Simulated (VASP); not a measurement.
Pb, 1 atom in the cell. It takes space group Fm-3m (No. 225, cubic). Conventional cell: a = 5.047 Å, b = 5.047 Å, c = 5.047 Å, α = 90.00°, β = 90.00°, γ = 90.00°. Within 4.7 Å of Pb (site symmetry m-3m) lie 12 Pb at 3.57 Å. 

| Quantity | Value |
| --- | --- |
| Program | VASP 6.6.1 |
| Task | single point |
| Functional | PBEsol |
| Potentials or basis | VASP PAW PBE potentials, release 64 (Pb_d) |
| Cutoff | 520 eV |
| k mesh | 9 × 9 × 9 |
| Occupations | fermi-dirac, width 0.05 eV |
| Spin | non-collinear spin, zero start, spin-orbit coupling |
| Starting moments | [[0.0, 0.0, 0.0]] μB |
| Dipole correction | no |
| Further INCAR settings | ALGO = Normal; EDIFF = 1e-07; NBANDS = 25 |

Potentials or basis: VASP PAW PBE potentials, release 64 (Pb_d).

Run with:

```sh
$ cat potpaw_PBE.64/Pb_d/POTCAR > POTCAR
$ mpirun -np 1 vasp_ncl > vasp.out
```

Hardware: 1 thread of Intel Xeon 8259CL, on a shared host.

Problem. How long does it take, and how much memory?

Solution. Run time: 97 s on 1 thread of Intel Xeon 8259CL, on a shared host, peak memory 0.23 GiB. Counts: scf iterations 12, k points 35.
